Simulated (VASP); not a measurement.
# SiAs3 (R-3m) in VASP: a series of runs, part 2 of 2

VASP 6.6.1. The steps go on from the part before.

## Step 3: Single point, PBE

INCAR reads:

```
SYSTEM = SiAs3
ALGO = Normal
EDIFF = 1E-6
ENCUT = 520
GGA = PE
ISIF = 2
ISMEAR = 0
LASPH = .TRUE.
LCHARG = .FALSE.
LREAL = .FALSE.
LWAVE = .FALSE.
NBANDS = 29
NELM = 60
PREC = Accurate
SIGMA = 0.1
```

KPOINTS reads:

```
k-points
0
G
  6 6 6
  0 0 0
```

POSCAR reads:

```
SiAs3
1.0
    3.7132171286      2.1438269087      3.5270423270
   -3.7132171286      2.1438269087      3.5270423270
    0.0000000000     -4.2876538175      3.5270423270
Si As
2 6
Direct
    0.2701397600      0.2701397600      0.2701397600
    0.7298602400      0.7298602400      0.7298602400
    0.7738333394      0.2758794638      0.7738333394
    0.7738333394      0.7738333394      0.2758794638
    0.2758794638      0.7738333394      0.7738333394
    0.2261666606      0.7241205362      0.2261666606
    0.7241205362      0.2261666606      0.2261666606
    0.2261666606      0.2261666606      0.7241205362
```

Potentials or basis: VASP PAW PBE potentials, release 64 (Si, As).

Run with:

```sh
> cat potpaw_PBE.64/Si/POTCAR potpaw_PBE.64/As/POTCAR > POTCAR
> mpirun -np 1 vasp_std > vasp.out
```

OUTCAR:

```text
SYSTEM = SiAs3
   EDIFF = 1E-6
   ENCUT = 520
   GGA = PE
   ISIF = 2
   ISMEAR = 0
   LASPH = .TRUE.
   LREAL = .FALSE.
   NELM = 60
   PREC = Accurate

 ion  position               nearest neighbor table
   1  0.270  0.270  0.270-   6 2.50   7 2.50   8 2.50
   2  0.730  0.730  0.730-   3 2.50   5 2.50   4 2.50
   3  0.774  0.276  0.774-   8 2.49   7 2.49   2 2.50
   4  0.774  0.774  0.276-   6 2.49   7 2.49   2 2.50
   5  0.276  0.774  0.774-   8 2.49   6 2.49   2 2.50
   6  0.226  0.724  0.226-   4 2.49   5 2.49   1 2.50
   7  0.724  0.226  0.226-   4 2.49   3 2.49   1 2.50
   8  0.226  0.226  0.724-   3 2.49   5 2.49   1 2.50

  LATTYP: Found a trigonal (rhomboedric) cell.
 ALAT       =     5.5519368544
 COS(alpha) =     0.1053737233

  Lattice vectors:

 A1 = (   3.7132171286,   2.1438269087,   3.5270423270)
 A2 = (  -3.7132171286,   2.1438269087,   3.5270423270)
 A3 = (   0.0000000000,  -4.2876538175,   3.5270423270)

Analysis of symmetry for initial positions (statically):
=====================================================================
 Subroutine PRICEL returns:
 Original cell was already a primitive cell.

 Routine SETGRP: Setting up the symmetry group for a
 trigonal (rhombohedral) supercell.

 Subroutine GETGRP returns: Found 12 space group operations
 (whereof 12 operations were pure point group operations)
 out of a pool of 12 trial point group operations.

The static configuration has the point symmetry D_3d.

Analysis of symmetry for dynamics (positions and initial velocities):
=====================================================================
 Subroutine PRICEL returns:
 Original cell was already a primitive cell.

 Routine SETGRP: Setting up the symmetry group for a
 trigonal (rhombohedral) supercell.

 Subroutine GETGRP returns: Found 12 space group operations
 (whereof 12 operations were pure point group operations)
 out of a pool of 12 trial point group operations.

The dynamic configuration has the point symmetry D_3d.

 Subroutine INISYM returns: Found 12 space group operations
 (whereof 12 operations are pure point group operations),
 and found     1 'primitive' translations

----------------------------------------------------------------------------------------

                                     Primitive cell

  volume of cell :     168.4620

  direct lattice vectors                    reciprocal lattice vectors
     3.713217129  2.143826909  3.527042327     0.134654124  0.077742595  0.094507891
    -3.713217129  2.143826909  3.527042327    -0.134654124  0.077742595  0.094507891
     0.000000000 -4.287653817  3.527042327     0.000000000 -0.155485190  0.094507891

  length of vectors
     5.551936854  5.551936854  5.551936854     0.181954351  0.181954351  0.181954351

  position of ions in fractional coordinates (direct lattice)
     0.270139760  0.270139760  0.270139760
     0.729860240  0.729860240  0.729860240
     0.773833339  0.275879464  0.773833339
     0.773833339  0.773833339  0.275879464
     0.275879464  0.773833339  0.773833339
     0.226166661  0.724120536  0.226166661
     0.724120536  0.226166661  0.226166661
     0.226166661  0.226166661  0.724120536

  ion indices of the primitive-cell ions
   primitive index   ion index
[... 41 lines left out ...]
  0.166667  0.166667  0.000000      6.000000
  0.333333  0.166667  0.000000     12.000000
[... 16 lines left out ...]
  0.500000  0.500000  0.166667      6.000000
 -0.333333  0.500000  0.166667     12.000000
 [... further k-points ...]
   k-points           NKPTS =     32   k-points in BZ     NKDIM =     32   number of bands    NBANDS=     29
   number of dos      NEDOS =    301   number of ions     NIONS =      8
   total plane-waves  NPLWV =  74088
   dimension x,y,z NGX =    42 NGY =   42 NGZ =   42
   dimension x,y,z NGXF=    84 NGYF=   84 NGZF=   84
   ions per type =               2   6
   NGX,Y,Z   is equivalent  to a cutoff of  12.58, 12.58, 12.58 a.u.
   NGXF,Y,Z  is equivalent  to a cutoff of  25.15, 25.15, 25.15 a.u.
 SYSTEM =  SiAs3
   PREC   = accura    normal or accurate (medium, high low for compatibility)
   ISTART =      0    job   : 0-new  1-cont  2-samecut
   ICHARG =      2    charge: 1-file 2-atom 10-const
   ISPIN  =      1    spin polarized calculation?
   LNONCOLLINEAR =      F non collinear calculations
   LSORBIT =      F    spin-orbit coupling
   LASPH  =      T    aspherical Exc in radial PAW
   ENCUT  =  520.0 eV  38.22 Ry    6.18 a.u.  10.32 10.32 10.32*2*pi/ulx,y,z
   NELM   =     60;   NELMIN=  2; NELMDL= -5     # of ELM steps
   EDIFF  = 0.1E-05   stopping-criterion for ELM
   LREAL  =      F    real-space projection
   EDIFFG = 0.1E-04   stopping-criterion for IOM
   NSW    =      0    number of steps for IOM
   IBRION =     -1    ionic relax: 0-MD 1-quasi-New 2-CG
   NFREE  =      0    steps in history (QN), initial steepest desc. (CG)
   ISIF   =      2    stress and relaxation
   ISYM   =      2    0-nonsym 1-usesym 2-fastsym
   POTIM  = 0.5000    time-step for ionic-motion
   TEBEG  =    0.0;   TEEND  =   0.0 temperature during run
   PSTRESS=    0.0 pullay stress
   NELECT =      38.0000    total number of electrons
   NUPDOWN=      -1.0000    fix difference up-down
   EMIN   =  10.00;   EMAX   =-10.00  energy-range for DOS
   EFERMI =   0.00;   METHOD = LEGACY
   ISMEAR =     0;   SIGMA  =   0.10  broadening in eV -4-tet -1-fermi 0-gaus
   EFERMI_NEDOS =   21; number of points for ismear=-14 and -15
   IALGO  =     38    algorithm
   IMIX   =      4    mixing-type and parameters
     AMIX     =   0.40;   BMIX     =  1.00
     AMIX_MAG =   1.60;   BMIX_MAG =  1.00
  volume/ion in A,a.u.               =      21.06       142.10
  Fermi-wavevector in a.u.,A,eV,Ry     =   0.996557  1.883219 13.512291  0.993125
  Thomas-Fermi vector in A             =   2.128653
   LORBIT       =      0    0 simple, 1 ext, 2 COOP (PROOUT), +10 PAW based schemes
   GGA     = PE    functional components
   LHFCALC =     F    Hartree Fock is set to
   AEXX    =    0.0000 exact exchange contribution
   IVDW    =     0    specifies the selected vdW correction
   LEPSILON=     F    determine dielectric tensor
   LRPA    =     F    only Hartree local field effects (RPA)
 non-spin polarized calculation
 Gauss-broadening in eV      SIGMA  =   0.10
  energy-cutoff  :      520.00
  volume of cell :      168.46
 maximum number of plane-waves:      4555
 NGX is ok and might be reduce to    42
   NGX = 21   NGY = 21   NGZ = 21

 number of electron      37.9999993 magnetization

 Free energy of the ion-electron system (eV)
  ---------------------------------------------------
  ext. energy  EPLUGINS =         0.00000000
  ---------------------------------------------------
  free energy    TOTEN  =       -38.14426417 eV

  energy without entropy =      -38.13416234  energy(sigma->0) =      -38.13921325

 E-fermi :   5.3882     XC(G=0):  -9.9250

 val. band max:        5.3751182617   @ k =  -0.1667   0.3333   0.1667
 cond. band min:       5.4586879738   @ k =  -0.3333   0.3333   0.0000
 fundamental gap:      0.0835697122
 Fermi energy:         5.3882422522

 k-point     1 :       0.0000    0.0000    0.0000
  band No.  band energies     occupation
      1      -8.9266      2.00000
      2      -6.5720      2.00000
      3      -6.5720      2.00000
      4      -4.4131      2.00000
      5      -3.8840      2.00000
      6      -3.8840      2.00000
[... 757 lines left out ...]
     28       9.4166      0.00000
     29       9.5092      0.00000

 [... further k-points ...]

------------------------ aborting loop because EDIFF is reached ----------------------------------------

  FORCE on cell =-STRESS in cart. coord.  units (eV):
  Direction    XX          YY          ZZ          XY          YZ          ZX
  --------------------------------------------------------------------------------------
  -------------------------------------------------------------------------------------
  Total        0.2553738      0.2553738      0.1801348      0.0000000     -0.0000000      0.0000000
  in kB        2.4287621      2.4287621      1.7131923      0.0000000     -0.0000000      0.0000000
  external PRESSURE =       2.1902388 kB  Pullay stress =       0.0000000 kB

 VOLUME and BASIS-vectors are now :
 -----------------------------------------------------------------------------
  energy-cutoff  :      520.00
  volume of cell :      168.46
      direct lattice vectors                 reciprocal lattice vectors
     3.713217129  2.143826909  3.527042327     0.134654124  0.077742595  0.094507891
    -3.713217129  2.143826909  3.527042327    -0.134654124  0.077742595  0.094507891
     0.000000000 -4.287653817  3.527042327     0.000000000 -0.155485190  0.094507891

 POSITION                                       TOTAL-FORCE (eV/Angst)
 -----------------------------------------------------------------------------------
      0.00000     -0.00000      2.85838        -0.000000      0.000000     -0.021221
      0.00000     -0.00000      7.72274        -0.000000     -0.000000      0.021221
      1.84901     -1.06753      6.43172        -0.017303      0.009990     -0.044271
      0.00000      2.13505      6.43172        -0.000000     -0.019979     -0.044271
     -1.84901     -1.06753      6.43172         0.017303      0.009990     -0.044271
     -1.84901      1.06753      4.14940         0.017303     -0.009990      0.044271
      1.84901      1.06753      4.14940        -0.017303     -0.009990      0.044271
      0.00000     -2.13505      4.14940        -0.000000      0.019979      0.044271
 -----------------------------------------------------------------------------------
    total drift:                               -0.000000     -0.000000      0.000000

  FREE ENERGIE OF THE ION-ELECTRON SYSTEM (eV)
  ---------------------------------------------------
  free  energy   TOTEN  =       -38.1442641670 eV

  energy  without entropy=      -38.1341623390  energy(sigma->0) =      -38.13921325
```

Run time: 2.1 min. Hardware: 1 thread of AMD EPYC 7R13 (Zen 3), shared host; peak memory 0.29 GiB.

Results:

| Property | Result |
| --- | --- |
| Free energy | -38.1443 eV |
| Pressure | 0.2 GPa |
| Largest force | 0.049 eV/Å |
| Band gap on the k mesh | zero (band 19 reaches 5.87 eV, above the bottom of band 20 at 4.26 eV) |

Forces on the atoms (eV/Å):
```
Si   0.000  0.000 -0.021
Si   0.000  0.000  0.021
As  -0.017  0.010 -0.044
As   0.000 -0.020 -0.044
As   0.017  0.010 -0.044
As   0.017 -0.010  0.044
As  -0.017 -0.010  0.044
As   0.000  0.020  0.044
```
